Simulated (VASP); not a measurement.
Crystal: TiCo.

```xyz
2
Lattice="2.9861 0.0000 0.0000 0.0000 2.9861 0.0000 0.0000 0.0000 2.9861" Properties=species:S:1:pos:R:3 pbc="T T T"
Co    1.4931    1.4931    1.4931
Ti    0.0000    0.0000    0.0000
```

Base run:

- Program: VASP 6.6.1
- Functional: r2SCAN
- Potentials or basis: VASP PAW PBE potentials, release 64 (Co, Ti_sv)
- Cutoff: 520 eV
- k mesh: 9 × 9 × 9
- Occupations: fermi-dirac, width 0.05 eV
- Spin: collinear spin, ferromagnetic start
- Starting moments: [2.0, 1.0] μB

Its results: pressure 0.7 GPa; net moment 0.87 μB per cell; site moments Co +1.37; Ti -0.29 μB.

Problem. After a change of settings the same cell gave: pressure 2.3 GPa; net moment 0.82 μB per cell; site moments Co +0.92; Ti -0.04 μB. Which change was it?
A. functional from r2SCAN to PBE; occupations from fermi-dirac, width 0.05 eV to gaussian, width 0.022 eV
B. functional from r2SCAN to revPBE; dispersion from none to D3(BJ)
C. functional from r2SCAN to revPBE; further incar settings from ALGO = Normal; EDIFF = 1e-06; NBANDS = 22 to ALGO = Normal; EDIFF = 1e-07; NBANDS = 22
D. functional from r2SCAN to PBE; k mesh from 9 × 9 × 9 to 8 × 8 × 8

Solution. C.

Caveats: the PAW data sets were made with another functional, which shifts forces and pressure a little.
